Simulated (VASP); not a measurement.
Here is a VASP 6.6.1 calculation.

The input INCAR:

```
SYSTEM = ZrC
ALGO = Normal
EDIFF = 1E-6
ENCUT = 520
GGA = PE
ISIF = 2
ISMEAR = 0
LASPH = .True.
LCHARG = .False.
LREAL = .False.
LWAVE = .False.
NBANDS = 15
NELM = 60
PREC = Accurate
SIGMA = 0.15
```

File KPOINTS:

```
k-points
0
Gamma
  18 18 18
  0 0 0
```

The input POSCAR:

```
ZrC
1.0
    0.0000000000      2.1621932000      2.5382268000
    2.1621932000      0.0000000000      2.5382268000
    2.1621932000      2.1621932000      0.0000000000
Zr C
1 1
Direct
    0.5000000000      0.5000000000      0.5000000000
    0.0000000000      0.0000000000      0.0000000000
```

Potentials or basis: VASP PAW PBE potentials, release 64 (Zr_sv, C).

The run is started by

```sh
$ cat potpaw_PBE.64/Zr_sv/POTCAR potpaw_PBE.64/C/POTCAR > POTCAR
$ mpirun -np 1 vasp_std > vasp.out
```

(1) What does it give for the pressure?

(2) Predict the band gap on the k mesh.

Answers

(1) 38.5 GPa.

(2) zero (bands 8 and 9 overlap by 1.55 eV).

Caveat: the cell differs from its parent crystal (strain -0.080 along x and y, +0.080 along z); the stress differs along the axes, from -13 to 64 GPa.
